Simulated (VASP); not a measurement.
BeS, 2 atoms in the cell. The structure is cubic, space group F-43m (No. 216). Conventional cell: a = 4.973 Å, b = 4.973 Å, c = 4.973 Å, α = 90.00°, β = 90.00°, γ = 90.00°. Be (site symmetry -43m) has 4 S at 2.15 Å within 2.8 Å. S (site symmetry -43m) has 4 Be at 2.15 Å within 2.8 Å.  This cell differs from its parent crystal: volume scaled by 1.04.

| Item | Value |
| --- | --- |
| Program | VASP 6.6.1 |
| Task | single point |
| Functional | revPBE |
| Potentials or basis | VASP PAW PBE potentials, release 64 (Be, S) |
| Cutoff | 600 eV |
| k mesh | 8 × 8 × 8 |
| Occupations | gaussian, width 0.05 eV |
| Spin | no spin polarisation |
| Dipole correction | no |
| Further INCAR settings | ALGO = Normal; EDIFF = 1e-06; NBANDS = 11 |

Potentials or basis: VASP PAW PBE potentials, release 64 (Be, S).

Launch:

```console
$ cat potpaw_PBE.64/Be/POTCAR potpaw_PBE.64/S/POTCAR > POTCAR
$ mpirun -np 1 vasp_std > vasp.out
```

Hardware: 1 thread of Intel(R) Xeon(R) Platinum 8259CL CPU @ 2.50GHz (Skylake/Cascade Lake), on a shared host.

Task: Estimate the wall time of this run.

Result: Wall time 11 s on 1 thread of Intel(R) Xeon(R) Platinum 8259CL CPU @ 2.50GHz (Skylake/Cascade Lake), on a shared host, peak memory 0.15 GiB. Counts: scf iterations 13, k points 29.
